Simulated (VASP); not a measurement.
Write the native input for VASP 6.6.1 that does the following.

```yaml
Task: single point
Functional: r2SCAN
Potentials_or_basis: VASP PAW PBE potentials, release 64 (W_sv)
Cutoff: 520 eV
k_mesh: 14 × 14 × 14
Occupations: gaussian, width 0.03 eV
Spin: no spin polarisation
Dipole_correction: no
Further_INCAR_settings: ALGO = Normal; EDIFF = 1e-06; NBANDS = 13
```

Crystal: W.

```
W
1.0
    -1.58480    1.58480    1.58480
     1.58480   -1.58480    1.58480
     1.58480    1.58480   -1.58480
W
1
Direct
  0.00000 0.00000 0.00000
```

These files were run (other wordings do the same):

POSCAR

```
W
1.0
   -1.5848038465      1.5848038465      1.5848038465
    1.5848038465     -1.5848038465      1.5848038465
    1.5848038465      1.5848038465     -1.5848038465
W
1
Direct
    0.0000000000      0.0000000000      0.0000000000
```

INCAR.step1

```
SYSTEM = W
PREC     = Accurate       ! precision mode
ENCUT    = 520            ! plane-wave cutoff, eV
ISMEAR   = 0              ! smearing method
SIGMA    = 0.03           ! smearing width, eV
LREAL    = .False.        ! projectors in reciprocal space
LASPH    = .True.         ! aspherical terms in the spheres
NELM     = 80             ! most SCF steps
NBANDS   = 13             ! bands
GGA      = PE             ! functional
ALGO     = Normal         ! electronic algorithm
EDIFF    = 1E-4           ! SCF threshold, eV
LWAVE    = .True.         ! write WAVECAR
LCHARG   = .False.        ! write CHGCAR
```

INCAR.step2

```
SYSTEM = W
PREC     = Accurate       ! precision mode
ENCUT    = 520            ! plane-wave cutoff, eV
EDIFF    = 1E-6           ! SCF threshold, eV
ISMEAR   = 0              ! smearing method
SIGMA    = 0.03           ! smearing width, eV
LREAL    = .False.        ! projectors in reciprocal space
LASPH    = .True.         ! aspherical terms in the spheres
NELM     = 80             ! most SCF steps
ALGO     = Normal         ! electronic algorithm
ISIF     = 2              ! what is computed and relaxed
LWAVE    = .False.        ! write WAVECAR
LCHARG   = .False.        ! write CHGCAR
METAGGA  = R2SCAN         ! meta-GGA
LMIXTAU  = .True.       
NBANDS   = 13             ! bands
ISTART   = 1
```

KPOINTS

```
Automatic mesh
0
Gamma
  14 14 14
  0 0 0
```

Potentials or basis: VASP PAW PBE potentials, release 64 (W_sv).

Launch:

```console
$ cat potpaw_PBE.64/W_sv/POTCAR > POTCAR
$ cp INCAR.step1 INCAR
$ mpirun -np 1 vasp_std > vasp.out
$ cp INCAR.step2 INCAR
$ mpirun -np 1 vasp_std > vasp.out
```

It gave:

```
Pressure               : 1.4 GPa
Band gap on the k mesh : zero (bands 7 and 8 overlap by 6.58 eV)
```

Caveat: the PAW data sets were made with another functional, which shifts forces and pressure a little; spin-orbit coupling is left out, which moves the levels of the heavy elements.

Wall time 110 s on 1 thread of Intel Xeon 8259CL (shared host), peak memory 0.14 GiB.
